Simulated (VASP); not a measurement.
Here is a VASP 6.6.1 calculation.

The input INCAR:

```
PREC = Accurate ; ENCUT = 520
EDIFF = 1E-6 ; ISMEAR = 0
SIGMA = 0.15 ; LREAL = False
LASPH = True ; NELM = 80
ALGO = Normal ; ISIF = 2
LWAVE = False ; LCHARG = False
GGA = PS ; IVDW = 12
NBANDS = 16
```

Contents of KPOINTS:

```
regular mesh
0
Gamma
  21 21 8
```

File POSCAR:

```
C
1.0
    2.3421666914      0.0000000000      0.0000000000
   -1.1710833457      2.0283758546      0.0000000000
    0.0000000000      0.0000000000      7.0733434080
C
4
Direct
    0.0000000000      0.0000000000      0.0025000000
    0.0000000000      0.0000000000      0.5025000000
    0.3333333333      0.6666666667      0.0025000000
    0.6666666667      0.3333333333      0.5025000000
```

Potentials or basis: VASP PAW PBE potentials, release 64 (C).

Launch:

```sh
$ cat potpaw_PBE.64/C/POTCAR > POTCAR
$ mpirun -np 1 vasp_std > vasp.out
```

Estimate the dispersion energy per atom.

-0.098 eV.

Estimate the pressure.

49.3 GPa.

Predict the band gap on the k mesh.

zero (bands 8 and 9 overlap by 0.01 eV).

Stress tensor (GPa, compression positive):
```
74.84  0.00  0.00
 0.00 74.84  0.00
 0.00  0.00 -1.90
```

Caveat: the cell stands under pressure; the PAW data sets were made with another functional, which shifts forces and pressure a little.
